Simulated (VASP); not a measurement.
A run of VASP 6.6.1 is set up as follows.

The input INCAR:

```
ALGO = Normal
EDIFF = 1E-8
ENCUT = 520
GGA = PE
GGA_COMPAT = False
ISIF = 2
ISMEAR = -1
KPAR = 4
LASPH = True
LCHARG = False
LEFG = True
LMAXMIX = 4
LORBIT = 11
LORBMOM = True
LREAL = False
LSORBIT = True
LWAVE = False
MAGMOM = 0 0 2 0 0 2
NBANDS = 30
NELM = 150
PREC = Accurate
SIGMA = 0.08
```

KPOINTS

```
k-points
0
Gamma
  19 19 10
```

File POSCAR:

```
Co
1.0
    2.5190008694      0.0000000000      0.0000000000
   -1.2595004347      2.1815187451      0.0000000000
    0.0000000000      0.0000000000      4.0910000000
Co
2
Direct
    0.3333333333      0.6666666667      0.2500000000
    0.6666666667      0.3333333333      0.7500000000
```

Potentials or basis: VASP PAW PBE potentials, release 64 (Co).

The run is started by

```console
$ cat potpaw_PBE.64/Co/POTCAR > POTCAR
$ mpirun -np 4 vasp_ncl > vasp.out
```

Question: Predict the net moment.

Answer: 3.27 μB per cell.

Question: Estimate the pressure.

Answer: -7.1 GPa.

Stress tensor (GPa, compression positive):
```
-6.75  0.00  0.00
 0.00 -6.75  0.00
 0.00  0.00 -7.81
```

Caveat: the cell stands under tension; without QUAD_EFG the Cq values of the log hold for a quadrupole moment of 1 mb, not for the nuclei.
